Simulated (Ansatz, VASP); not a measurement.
**Two plane-wave programs on CdS**

File POSCAR:

```
CdS
1.0
    0.0000000000      2.5421191524      3.8131787286
    2.5421191524      0.0000000000      3.8131787286
    2.5421191524      2.5421191524      0.0000000000
Cd S
1 1
Direct
    0.0000000000      0.0000000000      0.0000000000
    0.7500000000      0.7500000000      0.7500000000
```

The input INCAR.step1:

```
SYSTEM = CdS
PREC = Accurate
ENCUT = 520
ISMEAR = 0
SIGMA = 0.05
LREAL = .FALSE.
LASPH = .TRUE.
NELM = 60
NBANDS = 16
GGA = PE
ALGO = Normal
EDIFF = 1E-4
LWAVE = .TRUE.
LCHARG = .FALSE.
```

Contents of INCAR.step2:

```
SYSTEM = CdS
PREC = Accurate
ENCUT = 520
EDIFF = 1E-6
ISMEAR = 0
SIGMA = 0.05
LREAL = .FALSE.
LASPH = .TRUE.
NELM = 60
ALGO = Normal
ISIF = 2
LWAVE = .FALSE.
LCHARG = .TRUE.
METAGGA = R2SCAN
LMIXTAU = .TRUE.
LELF = .TRUE.
LVHAR = .TRUE.
NBANDS = 16
ISTART = 1
```

KPOINTS

```
regular mesh
0
G
  10 10 10
  0 0 0
```

Input for Ansatz:

```yaml
crystal:
  lattice:
    - [0.0, 2.5421191524, 3.8131787286]
    - [2.5421191524, 0.0, 3.8131787286]
    - [2.5421191524, 2.5421191524, 0.0]
  atoms:
    - { symbol: Cd, position: [0.0, 0.0, 0.0] }
    - { symbol: S, position: [0.75, 0.75, 0.75] }
basis:
  ecutwfc: 500
kpoints:
  mp_grid: { grid: [10, 10, 10] }
hamiltonian:
  xc: r2scan
scf:
  occupations: { method: gaussian, width: 0.05 }
output:
  forces: true
  stress: true
  eigenvalues: true
```

Alike in both runs: task single point; functional r2SCAN; k mesh 10 × 10 × 10; occupations gaussian, width 0.05 eV; no spin polarisation.

|  | VASP | Ansatz |
| --- | --- | --- |
| version | VASP 6.6.1 | Ansatz 0.2.0 |
| potentials or method | VASP PAW PBE potentials, release 64 (Cd, S), cutoff 520 eV | scalar-relativistic, plane waves, PAW |
| valence electrons in the cell | 18 | 26 |

```csv
,VASP,Ansatz,Ansatz less VASP
gap on the k mesh at the Fermi level (eV),none,none,-
pressure (GPa),-1.8,-2.0,-0.29
"traceless stress, the component that is largest in VASP (GPa)",-12.41,-12.54,-0.124
```

VASP's potentials were made for PBE, not for r2SCAN. A gap of «none» marks a metal or a gap that the smearing closes. VASP's potentials hold 18 valence electrons a cell and Ansatz's 26, so a difference there can come from the potentials and not from the codes.
